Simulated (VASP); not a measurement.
Set up this calculation in VASP 6.6.1, as the native input.

- Task: single point
- Functional: PBEsol
- Potentials or basis: VASP PAW PBE potentials, release 64 (Ta_pv, N)
- Cutoff: 520 eV
- k mesh: 12 × 12 × 12
- Occupations: gaussian, width 0.1 eV
- Spin: no spin polarisation
- Dipole correction: no
- Further INCAR settings: ALGO = Normal; EDIFF = 1e-07; NBANDS = 33

The structure of TaN lies in POSCAR:

```
TaN
1.0
    5.1488033967      0.0000000000      0.0000000000
   -2.5744016983      4.4589945406      0.0000000000
    0.0000000000      0.0000000000      2.8926865103
Ta N
3 3
Direct
    0.0000000000      0.0000000000      0.0000000000
    0.3333333333      0.6666666667      0.5000000000
    0.6666666667      0.3333333333      0.5000000000
    0.5000000000      0.0000000000      0.0000000000
    0.5000000000      0.5000000000      0.0000000000
    0.0000000000      0.5000000000      0.0000000000
```

One way to write it, as run:

INCAR

```
SYSTEM = TaN
ALGO = Normal
EDIFF = 1E-7
ENCUT = 520
GGA = PS
ISIF = 2
ISMEAR = 0
LASPH = .True.
LCHARG = .False.
LREAL = .False.
LWAVE = .False.
NBANDS = 33
NELM = 100
PREC = Accurate
SIGMA = 0.1
```

KPOINTS

```
k-points
0
Gamma
  12 12 12
  0 0 0
```

Potentials or basis: VASP PAW PBE potentials, release 64 (Ta_pv, N).

Launch:

```console
$ cat potpaw_PBE.64/Ta_pv/POTCAR potpaw_PBE.64/N/POTCAR > POTCAR
$ mpirun -np 1 vasp_std > vasp.out
```

It gave:

| Item | Value |
| --- | --- |
| Pressure | 9.1 GPa |
| Band gap on the k mesh | zero (band 24 reaches 9.22 eV, above the bottom of band 25 at 6.95 eV) |

Caveat: the PAW data sets were made with another functional, which shifts forces and pressure a little; spin-orbit coupling is left out, which moves the levels of the heavy elements.

Run time: 4.1 min on 1 thread of Intel Xeon 6975P-C (shared host), peak memory 0.36 GiB.
